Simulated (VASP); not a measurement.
Set up this calculation in VASP 6.6.1, as the native input.

* Task: single point
* Functional: PBE
* Potentials or basis: VASP PAW PBE potentials, release 64 (Al, N)
* Cutoff: 520 eV
* k mesh: 9 × 9 × 6
* Occupations: gaussian, width 0.05 eV
* Spin: no spin polarisation
* Dipole correction: no
* Further INCAR settings: ALGO = Normal; EDIFF = 1e-06; NBANDS = 16

The structure of AlN lies in POSCAR:

```
AlN
1.0
    3.1478000000      0.0000000000      0.0000000000
   -1.5739000000      2.7260747660      0.0000000000
    0.0000000000      0.0000000000      3.9363000000
Al N
2 2
Direct
    0.3333333333      0.6666666667      0.7500000000
    0.6666666667      0.3333333333      0.2500000000
    0.3333333333      0.6666666667      0.2500000000
    0.6666666667      0.3333333333      0.7500000000
```

These files were run (other wordings do the same):

INCAR

```
  ALGO = Normal
  EDIFF = 1E-6
  ENCUT = 520
  GGA = PE
  ISIF = 2
  ISMEAR = 0
  LASPH = T
  LCHARG = F
  LREAL = F
  LWAVE = F
  NBANDS = 16
  NELM = 100
  PREC = Accurate
  SIGMA = 0.05
```

KPOINTS

```
k-points
0
Gamma
  9 9 6
```

Potentials or basis: VASP PAW PBE potentials, release 64 (Al, N).

Run with:

```bash
$ cat potpaw_PBE.64/Al/POTCAR potpaw_PBE.64/N/POTCAR > POTCAR
$ mpirun -np 1 vasp_std > vasp.out
```

It gave:

The pressure is 46.4 GPa and the band gap on the k mesh is 4.41 eV, indirect (least direct gap 4.49 eV).

It took 10 s on 1 thread of Intel(R) Xeon(R) 6975P-C (Granite Rapids) (shared host), peak memory 0.14 GiB.
